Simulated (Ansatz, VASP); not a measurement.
# One calculation of SiC, two programs

```
CELL_PARAMETERS angstrom
3.07600 0.00000 0.00000
-1.53800 2.66389 0.00000
0.00000 0.00000 4.99752
ATOMIC_POSITIONS crystal
Si 0.33333 0.66667 0.00402
Si 0.66667 0.33333 0.50402
C 0.33333 0.66667 0.38098
C 0.66667 0.33333 0.88098
```

Change from the starting cell: z stretched by -1 %, ions relaxed.

Alike in both runs: functional PBE; k mesh 16 × 16 × 9; occupations fermi-dirac, width 0.02 eV; no spin polarisation.

Ansatz relaxed the structure, and its values are those at the end. VASP's run is a single point on that final structure, the one shown.

|  | VASP | Ansatz |
| --- | --- | --- |
| version | VASP 6.6.1 | Ansatz 0.2.0 |
| potentials or method | VASP PAW PBE potentials, release 64 (Si, C) | plane-wave PAW, scalar-relativistic |
| plane-wave cutoff (eV) | 520 | 420 |
| valence electrons in the cell | 16 | 16 |

|  | VASP | Ansatz | Ansatz less VASP |
| --- | --- | --- | --- |
| gap on the k mesh at the Fermi level (eV) | 2.40 | 2.40 | +0.003 |
| pressure (GPa) | 5.7 | 5.7 | +0.06 |

Ansatz's warnings: stress scf threshold loose.
